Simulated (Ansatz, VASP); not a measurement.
**HC12 in VASP and in Ansatz**

```
C H
1.0
     5.05093    0.00000    0.00000
     0.00000    5.05093    0.00000
     0.00000    0.00000   22.37549
C H
24 2
Direct
  0.00000 0.25000 0.17877
  0.00000 0.75000 0.17877
  0.50000 0.25000 0.17877
  0.50000 0.75000 0.17877
  0.00000 0.00000 0.21867
  0.00000 0.50000 0.21867
  0.50000 0.00000 0.21867
  0.50000 0.50000 0.21867
  0.25000 0.00000 0.25858
  0.25000 0.50000 0.25858
  0.75000 0.00000 0.25858
  0.75000 0.50000 0.25858
  0.25000 0.25000 0.29760
  0.25000 0.75000 0.29760
  0.75000 0.25000 0.29760
  0.75000 0.75000 0.29760
  0.00000 0.25000 0.33949
  0.00000 0.75000 0.33949
  0.50000 0.25000 0.33949
  0.50000 0.75000 0.33949
  0.00000 0.00000 0.37432
  0.00000 0.50000 0.37432
  0.50000 0.00000 0.37432
  0.50000 0.50000 0.37432
  0.93566 0.37500 0.50839
  0.06434 0.37500 0.50839
```

Alike in both runs: task single point; functional PBE; k mesh 5 × 5 × 1; occupations gaussian, width 0.05 eV; no spin polarisation.

```csv
,VASP,Ansatz
version,VASP 6.6.1,Ansatz 0.2.0
potentials or method,"VASP PAW PBE potentials, release 64 (C, H), cutoff 520 eV","scalar-relativistic, plane waves, PAW"
valence electrons in the cell,98,98
```

|  | VASP | Ansatz | Ansatz less VASP |
| --- | --- | --- | --- |
| gap on the k mesh at the Fermi level (eV) | none | none | - |
| rms of the force components (eV/Å) | 1.104 | 1.104 | -0.0005 |
| work function, face that differs most (eV) | 7.50 | 7.50 | +0.002 |

Atom by atom the forces differ by 0.014 eV/Å (rms over components). A gap of «none» marks a metal or a gap that the smearing closes.
